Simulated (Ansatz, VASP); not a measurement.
## Os: VASP beside Ansatz

```
CELL_PARAMETERS angstrom
2.78772 0.00000 0.00000
-1.39386 2.41424 0.00000
0.00000 0.00000 4.40442
ATOMIC_POSITIONS crystal
Os 0.66667 0.33333 0.75000
Os 0.33333 0.66667 0.25000
```

Alike in both runs: task single point; functional r2SCAN; dispersion rVV10; k mesh 11 × 11 × 6; occupations fermi-dirac, width 0.05 eV; no spin polarisation.

```csv
,VASP,Ansatz
version,VASP 6.6.1,Ansatz 0.2.0
potentials or method,"VASP PAW PBE potentials, release 64 (Os)",Ansatz PAW
plane-wave cutoff (eV),520,500
valence electrons in the cell,16,32
```

VASP gave:

| Property | Result |
| --- | --- |
| gap on the k mesh at the Fermi level (eV) | none |
| pressure (GPa) | -22.0 |
| traceless stress, the component that is largest in VASP (GPa) | -1.35 |

Task: What did Ansatz give for the same quantities?

Result: gap on the k mesh at the Fermi level (eV): none; pressure (GPa): -23.8; traceless stress, the component that is largest in VASP (GPa): -1.34.

VASP's potentials were made for PBE, not for r2SCAN. A gap of «none» marks a metal or a gap that the smearing closes. VASP's potentials hold 16 valence electrons a cell and Ansatz's 32, so a difference there can come from the potentials and not from the codes.

Neither program's run includes spin-orbit coupling.
